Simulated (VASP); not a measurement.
# Bi in VASP: a series of runs

The runs below take Bi through single point, with PBE.

All numbers are computed with VASP 6.6.1; they aren't measurements. Logs are shortened: lines on timing, memory, paths and dates and some standing lists are left out, and cuts for length are marked.

### Step 1. The cell of the first run

The typed cell holds 2 atoms: a = 5.539 Å, b = 5.539 Å, c = 3.267 Å, α = 90.00°, β = 90.00°, γ = 120.00°.

The cell was built from a structure type or drawn by symmetry, and may not be a known phase.

### Step 2. Single point, PBE

The input, INCAR:

```
SYSTEM = Bi
PREC = Accurate
ENCUT = 520
EDIFF = 1E-6
ISMEAR = 0
SIGMA = 0.1
LREAL = .FALSE.
LASPH = .TRUE.
NELM = 60
ALGO = Normal
ISIF = 2
LWAVE = .FALSE.
LCHARG = .FALSE.
GGA = PE
NBANDS = 22
```

The input, KPOINTS:

```
Automatic mesh
0
G
  6 6 6
  0 0 0
```

The input, POSCAR:

```
Bi
1.0
    5.5385564079      0.0000000000      0.0000000000
   -2.7692782039      4.7965305495      0.0000000000
    0.0000000000      0.0000000000      3.2673142264
Bi
2
Direct
    0.3333333333      0.6666666667      0.5003792432
    0.6666666667      0.3333333333      0.4996207568
```

Potentials or basis: VASP PAW PBE potentials, release 64 (Bi_d).

Run with:

```
cat potpaw_PBE.64/Bi_d/POTCAR > POTCAR
mpirun -np 1 vasp_std > vasp.out
```

OUTCAR:

```text
SYSTEM = Bi
   PREC = Accurate
   ENCUT = 520
   EDIFF = 1E-6
   ISMEAR = 0
   LREAL = .FALSE.
   LASPH = .TRUE.
   NELM = 60
   ISIF = 2
   GGA = PE

 ion  position               nearest neighbor table
   1  0.333  0.667  0.500-   2 3.20   2 3.20   2 3.20
   2  0.667  0.333  0.500-   1 3.20   1 3.20   1 3.20

  LATTYP: Found a hexagonal cell.
 ALAT       =     5.5385564079
 C/A-ratio  =     0.5899216304

  Lattice vectors:

 A1 = (   5.5385564079,   0.0000000000,   0.0000000000)
 A2 = (  -2.7692782039,   4.7965305495,   0.0000000000)
 A3 = (   0.0000000000,   0.0000000000,   3.2673142264)

Analysis of symmetry for initial positions (statically):
=====================================================================
 Subroutine PRICEL returns:
 Original cell was already a primitive cell.

 Routine SETGRP: Setting up the symmetry group for a
 hexagonal supercell.

 Subroutine GETGRP returns: Found 12 space group operations
 (whereof 12 operations were pure point group operations)
 out of a pool of 24 trial point group operations.

The static configuration has the point symmetry D_3d.

Analysis of symmetry for dynamics (positions and initial velocities):
=====================================================================
 Subroutine PRICEL returns:
 Original cell was already a primitive cell.

 Routine SETGRP: Setting up the symmetry group for a
 hexagonal supercell.

 Subroutine GETGRP returns: Found 12 space group operations
 (whereof 12 operations were pure point group operations)
 out of a pool of 24 trial point group operations.

The dynamic configuration has the point symmetry D_3d.

 Subroutine INISYM returns: Found 12 space group operations
 (whereof 12 operations are pure point group operations),
 and found     1 'primitive' translations

----------------------------------------------------------------------------------------

                                     Primitive cell

  volume of cell :      86.7990

  direct lattice vectors                    reciprocal lattice vectors
     5.538556408  0.000000000  0.000000000     0.180552463  0.104242013  0.000000000
    -2.769278204  4.796530549  0.000000000     0.000000000  0.208484026  0.000000000
     0.000000000  0.000000000  3.267314226     0.000000000  0.000000000  0.306061778

  length of vectors
     5.538556408  5.538556408  3.267314226     0.208484026  0.208484026  0.306061778

  position of ions in fractional coordinates (direct lattice)
     0.333333333  0.666666667  0.500379243
     0.666666667  0.333333333  0.499620757

  ion indices of the primitive-cell ions
   primitive index   ion index
                 1           1
                 2           2

----------------------------------------------------------------------------------------

 KPOINTS: Automatic mesh

Automatic generation of k-mesh.
 Grid dimensions read from file:
 generate k-points for:    6    6    6

 Generating k-lattice:

  Cartesian coordinates                     Fractional coordinates (reciprocal lattice)
     0.030092077  0.017373669  0.000000000     0.166666667 -0.000000000  0.000000000
     0.000000000  0.034747338  0.000000000     0.000000000  0.166666667  0.000000000
     0.000000000  0.000000000  0.051010296     0.000000000  0.000000000  0.166666667

  Length of vectors
     0.034747338  0.034747338  0.051010296

  Shift w.r.t. Gamma in fractional coordinates (k-lattice)
     0.000000000  0.000000000  0.000000000

 Subroutine IBZKPT returns following result:
 ===========================================

 Found     34 irreducible k-points:

 Following reciprocal coordinates:
            Coordinates               Weight
  0.000000  0.000000  0.000000      1.000000
  0.166667  0.000000  0.000000      6.000000
  0.333333  0.000000  0.000000      6.000000
  0.500000  0.000000  0.000000      3.000000
  0.166667  0.166667  0.000000      6.000000
  0.333333  0.166667  0.000000     12.000000
[... 16 lines left out ...]
  0.500000  0.000000  0.333333      6.000000
  0.166667  0.166667  0.333333     12.000000
 [... further k-points ...]
   k-points           NKPTS =     34   k-points in BZ     NKDIM =     34   number of bands    NBANDS=     22
   number of dos      NEDOS =    301   number of ions     NIONS =      2
   total plane-waves  NPLWV =  42336
   dimension x,y,z NGX =    42 NGY =   42 NGZ =   24
   dimension x,y,z NGXF=    84 NGYF=   84 NGZF=   48
   ions per type =               2
   NGX,Y,Z   is equivalent  to a cutoff of  12.61, 12.61, 12.21 a.u.
   NGXF,Y,Z  is equivalent  to a cutoff of  25.21, 25.21, 24.42 a.u.
 SYSTEM =  Bi
   PREC   = accura    normal or accurate (medium, high low for compatibility)
   ISTART =      0    job   : 0-new  1-cont  2-samecut
   ICHARG =      2    charge: 1-file 2-atom 10-const
   ISPIN  =      1    spin polarized calculation?
   LNONCOLLINEAR =      F non collinear calculations
   LSORBIT =      F    spin-orbit coupling
   LASPH  =      T    aspherical Exc in radial PAW
   ENCUT  =  520.0 eV  38.22 Ry    6.18 a.u.  10.30 10.30  6.08*2*pi/ulx,y,z
   NELM   =     60;   NELMIN=  2; NELMDL= -5     # of ELM steps
   EDIFF  = 0.1E-05   stopping-criterion for ELM
   LREAL  =      F    real-space projection
   EDIFFG = 0.1E-04   stopping-criterion for IOM
   NSW    =      0    number of steps for IOM
   IBRION =     -1    ionic relax: 0-MD 1-quasi-New 2-CG
   NFREE  =      0    steps in history (QN), initial steepest desc. (CG)
   ISIF   =      2    stress and relaxation
   ISYM   =      2    0-nonsym 1-usesym 2-fastsym
   POTIM  = 0.5000    time-step for ionic-motion
   TEBEG  =    0.0;   TEEND  =   0.0 temperature during run
   PSTRESS=    0.0 pullay stress
   NELECT =      30.0000    total number of electrons
   NUPDOWN=      -1.0000    fix difference up-down
   EMIN   =  10.00;   EMAX   =-10.00  energy-range for DOS
   EFERMI =   0.00;   METHOD = LEGACY
   ISMEAR =     0;   SIGMA  =   0.10  broadening in eV -4-tet -1-fermi 0-gaus
   EFERMI_NEDOS =   21; number of points for ismear=-14 and -15
   IALGO  =     38    algorithm
   IMIX   =      4    mixing-type and parameters
     AMIX     =   0.40;   BMIX     =  1.00
     AMIX_MAG =   1.60;   BMIX_MAG =  1.00
  volume/ion in A,a.u.               =      43.40       292.87
  Fermi-wavevector in a.u.,A,eV,Ry     =   1.148886  2.171080 17.958867  1.319940
  Thomas-Fermi vector in A             =   2.285559
   LORBIT       =      0    0 simple, 1 ext, 2 COOP (PROOUT), +10 PAW based schemes
   GGA     = PE    functional components
   LHFCALC =     F    Hartree Fock is set to
   AEXX    =    0.0000 exact exchange contribution
   IVDW    =     0    specifies the selected vdW correction
   LEPSILON=     F    determine dielectric tensor
   LRPA    =     F    only Hartree local field effects (RPA)
 non-spin polarized calculation
 Gauss-broadening in eV      SIGMA  =   0.10
  energy-cutoff  :      520.00
  volume of cell :       86.80
 maximum number of plane-waves:      2364
 NGX is ok and might be reduce to    42
   NGX = 21   NGY = 21   NGZ = 13

 number of electron      29.9999993 magnetization

 Free energy of the ion-electron system (eV)
  ---------------------------------------------------
  ext. energy  EPLUGINS =         0.00000000
  ---------------------------------------------------
  free energy    TOTEN  =        -7.56821971 eV

  energy without entropy =       -7.56337722  energy(sigma->0) =       -7.56579847

 E-fermi :   4.6410     XC(G=0):  -8.3149

 val. band max:        4.5884076043   @ k =   0.3333   0.1667   0.5000
 cond. band min:       4.6538116057   @ k =   0.1667   0.1667   0.0000
 fundamental gap:      0.0654040014
 Fermi energy:         4.6410489166

 k-point     1 :       0.0000    0.0000    0.0000
  band No.  band energies     occupation
      1     -18.4606      2.00000
      2     -18.3347      2.00000
      3     -18.3276      2.00000
      4     -18.3276      2.00000
      5     -18.2383      2.00000
      6     -18.2383      2.00000
[... 14 lines left out ...]
     21      15.2581      0.00000
     22      15.2581      0.00000

 k-point     2 :       0.1667    0.0000    0.0000
  band No.  band energies     occupation
      1     -18.4575      2.00000
      2     -18.3689      2.00000
      3     -18.3449      2.00000
      4     -18.3059      2.00000
      5     -18.2396      2.00000
      6     -18.2350      2.00000
[... 14 lines left out ...]
     21      13.3093      0.00000
     22      14.1482      0.00000

 k-point     3 :       0.3333    0.0000    0.0000
  band No.  band energies     occupation
      1     -18.4485      2.00000
      2     -18.4045      2.00000
      3     -18.3705      2.00000
      4     -18.2970      2.00000
      5     -18.2419      2.00000
      6     -18.2268      2.00000
[... 14 lines left out ...]
     21      12.1637      0.00000
     22      12.9340      0.00000

 k-point     4 :       0.5000    0.0000    0.0000
  band No.  band energies     occupation
      1     -18.4360      2.00000
      2     -18.4268      2.00000
      3     -18.3809      2.00000
      4     -18.2954      2.00000
      5     -18.2430      2.00000
      6     -18.2211      2.00000
[... 14 lines left out ...]
     21      12.7043      0.00000
     22      13.6812      0.00000

 k-point     5 :       0.1667    0.1667    0.0000
  band No.  band energies     occupation
      1     -18.4515      2.00000
      2     -18.3932      2.00000
      3     -18.3710      2.00000
      4     -18.2906      2.00000
      5     -18.2418      2.00000
      6     -18.2285      2.00000
[... 14 lines left out ...]
     21      12.7953      0.00000
     22      13.5915      0.00000

 k-point     6 :       0.3333    0.1667    0.0000
  band No.  band energies     occupation
      1     -18.4396      2.00000
      2     -18.4181      2.00000
      3     -18.3918      2.00000
      4     -18.2779      2.00000
      5     -18.2440      2.00000
      6     -18.2186      2.00000
[... 14 lines left out ...]
     21      12.4116      0.00000
     22      13.4009      0.00000

 k-point     7 :       0.3333    0.3333    0.0000
  band No.  band energies     occupation
      1     -18.4273      2.00000
      2     -18.4273      2.00000
      3     -18.4080      2.00000
      4     -18.2454      2.00000
      5     -18.2425      2.00000
      6     -18.2425      2.00000
[... 324 lines left out ...]
      6     -18.2366      2.00000
[... 14 lines left out ...]
     21      10.7859      0.00000
     22      12.4318      0.00000

 k-point    21 :       0.3333    0.0000    0.3333
  band No.  band energies     occupation
      1     -18.3625      2.00000
      2     -18.3544      2.00000
      3     -18.3154      2.00000
      4     -18.2978      2.00000
      5     -18.2789      2.00000
      6     -18.2464      2.00000
[... 14 lines left out ...]
     21      11.7133      0.00000
     22      12.9044      0.00000

 k-point    22 :       0.0000    0.3333    0.3333
  band No.  band energies     occupation
      1     -18.3625      2.00000
      2     -18.3544      2.00000
      3     -18.3154      2.00000
      4     -18.2978      2.00000
      5     -18.2789      2.00000
      6     -18.2464      2.00000
[... 14 lines left out ...]
     21      11.7078      0.00000
     22      12.9047      0.00000

 k-point    23 :       0.5000    0.0000    0.3333
  band No.  band energies     occupation
      1     -18.3727      2.00000
      2     -18.3642      2.00000
      3     -18.3169      2.00000
      4     -18.2913      2.00000
      5     -18.2792      2.00000
      6     -18.2531      2.00000
[... 14 lines left out ...]
     21      11.2579      0.00000
     22      12.4584      0.00000

 k-point    24 :       0.1667    0.1667    0.3333
  band No.  band energies     occupation
      1     -18.3657      2.00000
      2     -18.3363      2.00000
      3     -18.3153      2.00000
      4     -18.2995      2.00000
      5     -18.2834      2.00000
      6     -18.2444      2.00000
[... 14 lines left out ...]
     21      11.1628      0.00000
     22      12.5947      0.00000

 [... further k-points ...]

------------------------ aborting loop because EDIFF is reached ----------------------------------------

  FORCE on cell =-STRESS in cart. coord.  units (eV):
  Direction    XX          YY          ZZ          XY          YZ          ZX
  --------------------------------------------------------------------------------------
  -------------------------------------------------------------------------------------
  Total        0.1620770      0.1620770      0.0309821      0.0000000     -0.0000000      0.0000000
  in kB        2.9916946      2.9916946      0.5718830      0.0000000     -0.0000000      0.0000000
  external PRESSURE =       2.1850908 kB  Pullay stress =       0.0000000 kB

 VOLUME and BASIS-vectors are now :
 -----------------------------------------------------------------------------
  energy-cutoff  :      520.00
  volume of cell :       86.80
      direct lattice vectors                 reciprocal lattice vectors
     5.538556408  0.000000000  0.000000000     0.180552463  0.104242013  0.000000000
    -2.769278204  4.796530549  0.000000000     0.000000000  0.208484026  0.000000000
     0.000000000  0.000000000  3.267314226     0.000000000  0.000000000  0.306061778

 POSITION                                       TOTAL-FORCE (eV/Angst)
 -----------------------------------------------------------------------------------
     -0.00000      3.19769      1.63490        -0.000000      0.000000     -0.000613
      2.76928      1.59884      1.63242         0.000000      0.000000      0.000613
 -----------------------------------------------------------------------------------
    total drift:                                0.000000      0.000000     -0.000000

  FREE ENERGIE OF THE ION-ELECTRON SYSTEM (eV)
  ---------------------------------------------------
  free  energy   TOTEN  =        -7.5682197146 eV

  energy  without entropy=       -7.5633772180  energy(sigma->0) =       -7.56579847
```

It took 21 s on 1 thread of Intel Xeon 6975P-C (Granite Rapids), shared host; peak memory 0.21 GiB.

What came out:

```
Free energy            : -7.5682 eV
Pressure               : 0.2 GPa
Band gap on the k mesh : zero (bands 15 and 16 overlap by 2.57 eV)
```

Stress tensor (GPa, compression positive):
```
0.30 0.00 0.00
0.00 0.30 0.00
0.00 0.00 0.06
```

Levels at points of the mesh, in eV from the Fermi level:
```csv
k point,band 11,band 12,band 13,band 14,band 15,band 16,band 17,band 18,band 19,band 20
"(0.00, 0.00, 0.00)",-12.89,-9.78,-3.18,-3.18,0.18,0.18,3.21,3.28,6.43,7.74
"(0.50, 0.00, 0.00)",-12.10,-11.15,-3.83,-2.66,1.15,2.47,4.10,4.50,5.08,6.50
"(0.00, 0.00, 0.50)",-11.07,-7.94,-4.70,-1.72,-1.42,-1.42,2.26,2.26,4.83,4.83
"(0.50, 0.00, 0.50)",-10.29,-9.34,-3.90,-3.00,-2.05,-0.66,3.09,3.99,4.08,4.39
```

Caveat: spin-orbit coupling is left out, which moves the levels of the heavy elements.

### Step 3. Single point, PBE

This run uses another cell than the first one, of 43.55 Å³/atom.

The input, INCAR:

```
SYSTEM = Bi
PREC = Accurate ; ENCUT = 520
EDIFF = 1E-6 ; ISMEAR = 0
SIGMA = 0.1 ; LREAL = .FALSE.
LASPH = .TRUE. ; NELM = 100
ALGO = Fast ; ISIF = 2
LWAVE = .FALSE. ; LCHARG = .FALSE.
GGA = PE ; NBANDS = 22
```

The input, KPOINTS:

```
regular mesh
0
G
  12 12 18
  0 0 0
```

The input, POSCAR:

```
Bi
1.0
    5.4674965375      0.0000000000      0.0000000000
   -2.7337482687      4.7349908966      0.0000000000
    0.0000000000      0.0000000000      3.3640420307
Bi
2
Direct
    0.3333333333      0.6666666667      0.5000000000
    0.6666666667      0.3333333333      0.5000000000
```

Potentials or basis: VASP PAW PBE potentials, release 64 (Bi_d).

Run with:

```
cat potpaw_PBE.64/Bi_d/POTCAR > POTCAR
mpirun -np 1 vasp_std > vasp.out
```

It took 2.4 min on 1 thread of Intel Xeon 6975P-C (Granite Rapids), shared host; peak memory 0.41 GiB.

It converged, with:

```yaml
Free_energy: -7.5520 eV
Pressure: -0.1 GPa
Band_gap_on_the_k_mesh: zero (bands 15 and 16 overlap by 3.02 eV)
```

Levels at points of the mesh, in eV from the Fermi level:
```
           k point  band 13  band 14  band 15  band 16  band 17  band 18
(0.00, 0.00, 0.00)    -2.97    -2.97     0.48     0.48     2.73     3.41
(0.50, 0.00, 0.00)    -3.66    -2.42     1.61     2.91     3.60     4.62
(0.00, 0.00, 0.50)    -4.45    -1.46    -1.46    -1.21     2.31     2.31
(0.50, 0.00, 0.50)    -3.60    -2.63    -2.13    -0.67     3.28     4.10
```

Caveat: spin-orbit coupling is left out, which moves the levels of the heavy elements.
